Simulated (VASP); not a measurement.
Set up this calculation in VASP 6.6.1, as the native input.

```yaml
Task: relaxation of cell and atoms
Functional: r2SCAN
Potentials_or_basis: VASP PAW PBE potentials, release 64 (Pt)
Cutoff: 600 eV
k_mesh: 14 × 14 × 7
Occupations: methfessel-paxton, width 0.1 eV
Spin: no spin polarisation
Target_pressure: 4 GPa
Dipole_correction: no
Further_INCAR_settings: ALGO = Normal; EDIFF = 1e-06; IBRION = 2; EDIFFG = -0.01; NSW = 80; ISIF = 3
```

Pt:

```
Pt
1.0
     2.76067    0.00000    0.00000
    -1.38033    2.39081    0.00000
     0.00000    0.00000    4.79213
Pt
2
Cartesian
  1.3803 0.7969 3.5941
  0.0000 1.5939 1.1980
```

This isn't the form of Pt at room conditions, which is fcc.

The input as run:

POSCAR

```
Pt
1.0
    2.7606660000      0.0000000000      0.0000000000
   -1.3803330000      2.3908070000      0.0000000000
    0.0000000000      0.0000000000      4.7921340000
Pt
2
Direct
    0.6666666667      0.3333333333      0.7500000000
    0.3333333333      0.6666666667      0.2500000000
```

INCAR.step1

```
SYSTEM = Pt
PREC = Accurate
ENCUT = 600
ISMEAR = 1
SIGMA = 0.1
LREAL = .False.
LASPH = .True.
NELM = 60
GGA = PE
ALGO = Normal
EDIFF = 1E-4
LWAVE = .True.
LCHARG = .False.
```

INCAR.step2

```
SYSTEM = Pt
PREC = Accurate
ENCUT = 600
EDIFF = 1E-6
ISMEAR = 1
SIGMA = 0.1
LREAL = .False.
LASPH = .True.
NELM = 60
ALGO = Normal
ISIF = 3
LWAVE = .False.
LCHARG = .False.
METAGGA = R2SCAN
LMIXTAU = .True.
IBRION = 2
NSW = 80
EDIFFG = -0.01
PSTRESS = 40.0
ISTART = 1
```

KPOINTS

```
regular mesh
0
Gamma
  14 14 7
  0 0 0
```

Potentials or basis: VASP PAW PBE potentials, release 64 (Pt).

Run with:

```bash
$ cat potpaw_PBE.64/Pt/POTCAR > POTCAR
$ cp INCAR.step1 INCAR
$ mpirun -np 1 vasp_std > vasp.out
$ cp INCAR.step2 INCAR
$ mpirun -np 1 vasp_std > vasp.out
```

It gave:

The relaxed volume is 15.22 Å³/atom, the relaxed cell is a = 2.726 Å, b = 2.726 Å, c = 4.729 Å, α = 90.00°, β = 90.00°, γ = 120.00° and the space group after relaxing (to 0.1 Å) is P6_3/mmc (No. 194). The energy change on relaxing (the run minimises the enthalpy) is -4.7 meV/atom and the ionic steps are 13. The pressure after relaxing is 4.0 GPa. The band gap on the k mesh is zero (bands 10 and 11 overlap by 1.40 eV).

Caveat: the cell is relaxed towards a set pressure, so the run minimises the enthalpy, not the energy; the PAW data sets were made with another functional, which shifts forces and pressure a little; spin-orbit coupling is left out, which moves the levels of the heavy elements.

Run time: 20 min on 1 thread of Intel Xeon 8259CL, on a shared host, peak memory 0.21 GiB.
